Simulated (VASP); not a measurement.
Set up this calculation in VASP 6.6.1, as the native input.

- Task: single point
- Functional: PBE
- Dispersion: D3(BJ)
- Potentials or basis: VASP PAW PBE potentials, release 64 (Se, In_d)
- Cutoff: 520 eV
- k mesh: 9 × 9 × 1
- Occupations: gaussian, width 0.05 eV
- Spin: no spin polarisation
- Dipole correction: yes
- Further INCAR settings: ALGO = Normal; EDIFF = 1e-06; NBANDS = 48

The structure of InSe lies in POSCAR:

```
InSe
1.0
    4.0266104108      0.0000000000      0.0000000000
   -2.0133052054      3.4871469069      0.0000000000
    0.0000000000      0.0000000000     28.2707105452
Se In
4 4
Direct
    0.0000000000      0.0000000000      0.1591753413
    0.0000000000      0.0000000000      0.3496677332
    0.2222222222      0.4444444444      0.4738244994
    0.2222222222      0.4444444444      0.6643168913
    0.6666666667      0.3333333333      0.2049979888
    0.6666666667      0.3333333333      0.3038451603
   -0.4444444444      0.1111111111      0.5196471469
   -0.4444444444      0.1111111111      0.6184943184
```

This cell differs from its parent crystal: layers slid over each other.

These files were run (other wordings do the same):

INCAR

```
SYSTEM = InSe
PREC     = Accurate       ! precision mode
ENCUT    = 520            ! plane-wave cutoff, eV
EDIFF    = 1E-6           ! SCF threshold, eV
ISMEAR   = 0              ! smearing method
SIGMA    = 0.05           ! smearing width, eV
LREAL    = .FALSE.        ! projectors in reciprocal space
LASPH    = .TRUE.         ! aspherical terms in the spheres
NELM     = 100            ! most SCF steps
ALGO     = Normal         ! electronic algorithm
ISIF     = 2              ! what is computed and relaxed
LWAVE    = .FALSE.        ! write WAVECAR
LCHARG   = .FALSE.        ! write CHGCAR
LDIPOL   = .TRUE.       
IDIPOL   = 3            
DIPOL    = 0.5 0.5 0.412
GGA      = PE             ! functional
IVDW     = 12             ! dispersion correction
NBANDS   = 48             ! bands
```

KPOINTS

```
Automatic mesh
0
G
  9 9 1
  0 0 0
```

Potentials or basis: VASP PAW PBE potentials, release 64 (Se, In_d).

Launch:

```bash
$ cat potpaw_PBE.64/Se/POTCAR potpaw_PBE.64/In_d/POTCAR > POTCAR
$ mpirun -np 1 vasp_std > vasp.out
```

Results of the run:

```yaml
Largest_force: 0.067 eV/Å
Band_gap_on_the_k_mesh: 1.20 eV (least direct gap 1.24 eV)
Dispersion_energy_per_atom: -0.249 eV
```

Caveat: the cell differs from its parent crystal (layers slid over each other); spin-orbit coupling is left out, which moves the levels of the heavy elements.

It took 14 min on 1 thread of Intel(R) Xeon(R) Platinum 8259CL CPU @ 2.50GHz (Skylake/Cascade Lake), with other jobs on the host, peak memory 0.65 GiB.
